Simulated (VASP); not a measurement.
A run of VASP 6.6.1 is set up as follows.

File INCAR:

```
SYSTEM = Fe2Ge
ALGO = Normal
EDIFF = 1E-6
ENCUT = 520
GGA = PS
ISIF = 2
ISMEAR = -1
ISPIN = 2
LASPH = .True.
LCHARG = .True.
LELF = .True.
LMAXMIX = 4
LORBIT = 11
LREAL = .False.
LVHAR = .True.
LWAVE = .False.
MAGMOM = 0 0 3 3 3 3
NBANDS = 43
NELM = 150
PREC = Accurate
SIGMA = 0.05
```

File KPOINTS:

```
k-points
0
Gamma
  8 8 6
  0 0 0
```

File POSCAR:

```
Fe2Ge
1.0
    4.1872542200      0.0000000000      0.0000000000
   -2.0936271100      3.6262685267      0.0000000000
    0.0000000000      0.0000000000      5.0746641902
Ge Fe
2 4
Direct
    0.3333333333      0.6666666667      0.7500000000
    0.6666666667      0.3333333333      0.2500000000
    0.3333333333      0.6666666667      0.2500000000
    0.6666666667      0.3333333333      0.7500000000
    0.0000000000      0.0000000000      0.5000000000
    0.0000000000      0.0000000000      0.0000000000
```

Potentials or basis: VASP PAW PBE potentials, release 64 (Ge_d, Fe).

The run is started by

```bash
$ cat potpaw_PBE.64/Ge_d/POTCAR potpaw_PBE.64/Fe/POTCAR > POTCAR
$ mpirun -np 1 vasp_std > vasp.out
```

Predict the net moment.

8.14 μB per cell.

Estimate the pressure.

-13.4 GPa.

Predict the site moments.

Ge -0.09; Fe +1.68, +2.48 (each value once) μB.

Stress tensor (GPa, compression positive):
```
-13.50   0.00   0.00
  0.00 -13.50   0.00
  0.00   0.00 -13.32
```

Caveat: the cell stands under tension; the PAW data sets were made with another functional, which shifts forces and pressure a little.
